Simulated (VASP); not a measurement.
## Sb: single point with RPBE

Sb:

```
CELL_PARAMETERS angstrom
-3.04105 3.04246 1.62306
3.04246 -3.04105 1.62306
3.05929 3.05929 -1.62048
ATOMIC_POSITIONS crystal
Sb 0.99999 0.00001 0.00000
Sb 0.75001 0.24999 0.50000
```

* Program: VASP 6.6.1
* Task: single point
* Functional: RPBE
* Potentials or basis: VASP PAW PBE potentials, release 64 (Sb)
* Cutoff: 520 eV
* k mesh: 11 × 11 × 8
* Occupations: fermi-dirac, width 0.1 eV
* Spin: no spin polarisation

```json
{
  "Pressure": "-0.1 GPa",
  "Band gap on the k mesh": "zero (bands 5 and 6 overlap by 5.34 eV)"
}
```

Levels at points of the mesh, in eV from the Fermi level:
| k point | band 3 | band 4 | band 5 | band 6 | band 7 | band 8 |
| --- | --- | --- | --- | --- | --- | --- |
| (0.00, 0.00, 0.00) | -3.28 | -3.21 | 2.35 | 3.46 | 3.49 | 4.17 |
| (0.00, 0.00, 0.50) | -1.10 | -1.10 | -0.57 | -0.57 | 3.93 | 3.93 |

It took 4.1 min on 1 thread of Intel(R) Xeon(R) Platinum 8488C (Sapphire Rapids), on a shared host, peak memory 0.43 GiB.

Caveat: the PAW data sets were made with another functional, which shifts forces and pressure a little; spin-orbit coupling is left out, which moves the levels of the heavy elements.
